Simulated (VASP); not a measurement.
AlN:

```
Al N
1.0
     0.00000    2.18399    2.18399
     2.18399    0.00000    2.18399
     2.18399    2.18399    0.00000
Al N
1 1
Direct
  0.00000 0.00000 0.00000
  0.25000 0.25000 0.25000
```

Base run:

* Program: VASP 6.6.1
* Functional: PBE
* Potentials or basis: VASP PAW PBE potentials, release 64 (Al, N)
* Cutoff: 600 eV
* k mesh: 8 × 8 × 8
* Occupations: gaussian, width 0.01 eV
* Spin: no spin polarisation

Its results: band gap on the k mesh 3.32 eV (least direct gap 4.20 eV); pressure 4.5 GPa.

**Question.** After a change of settings the same cell gave: band gap on the k mesh 3.89 eV (least direct gap 4.19 eV); pressure 4.5 GPa. Which change was it?
A. k mesh from 8 × 8 × 8 to 7 × 7 × 7
B. k mesh from 8 × 8 × 8 to 5 × 5 × 5
C. k mesh from 8 × 8 × 8 to 4 × 4 × 4

**Answer.** B.

Caveats: some runs use coarse meshes; the cell stands under pressure (at least some runs); an odd mesh through Γ misses points on the zone boundary, where band edges can lie (at least some runs).
